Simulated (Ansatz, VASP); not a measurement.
# CaO: VASP beside Ansatz

INCAR

```
PREC = Accurate
ENCUT = 520
EDIFF = 1E-8
ISMEAR = -1
SIGMA = 0.03
LREAL = F
LASPH = T
NELM = 100
ALGO = Normal
ISIF = 2
LWAVE = F
LCHARG = F
GGA = PE
LEFG = T
NBANDS = 15
```

KPOINTS

```
Automatic mesh
0
Gamma
  9 9 9
```

POSCAR

```
CaO
1.0
    0.0000000000      2.4490000000      2.4490000000
    2.4490000000      0.0000000000      2.4490000000
    2.4490000000      2.4490000000      0.0000000000
Ca O
1 1
Direct
    0.0000000000      0.0000000000      0.0000000000
    0.5000000000      0.5000000000      0.5000000000
```

Input for Ansatz:

```yaml
crystal:
  lattice:
    - [0.0, 2.449, 2.449]
    - [2.449, 0.0, 2.449]
    - [2.449, 2.449, 0.0]
  atoms:
    - { symbol: Ca, position: [0.0, 0.0, 0.0] }
    - { symbol: O, position: [0.5, 0.5, 0.5] }
kpoints:
  mp_grid: { grid: [9, 9, 9] }
  band_path:
    path:
      - [0.0, 0.0, 0.0]
      - [0.5, 0.0, 0.5]
      - [0.625, 0.25, 0.625]
      - [0.375, 0.375, 0.75]
      - [0.0, 0.0, 0.0]
      - [0.5, 0.5, 0.5]
      - [0.5, 0.25, 0.75]
      - [0.5, 0.0, 0.5]
    npoints: 8
scf:
  occupations: { method: fermi_dirac, width: 0.03 }
hamiltonian:
  xc: pbe
  pseudopotentials: { kind: all_electron, datasets: crystal }
output:
  forces: true
  stress: true
  eigenvalues: true
  efg: { contact_densities: true }
```

Alike in both runs: task electric field gradients; functional PBE; k mesh 9 × 9 × 9; occupations fermi-dirac, width 0.03 eV; no spin polarisation.

|  | VASP | Ansatz |
| --- | --- | --- |
| version | VASP 6.6.1 | Ansatz 0.2.0 |
| potentials or method | VASP PAW PBE potentials, release 64 (Ca_sv, O), cutoff 520 eV | all-electron PAW with datasets made for the crystal, scalar-relativistic |

|  | VASP | Ansatz | Ansatz less VASP |
| --- | --- | --- | --- |
| gap on the k mesh at the Fermi level (eV) | 3.70 | 3.71 | +0.013 |
| pressure (GPa) | -3.5 | -4.0 | -0.45 |

Ansatz ran all-electron here, and VASP with PAW potentials.
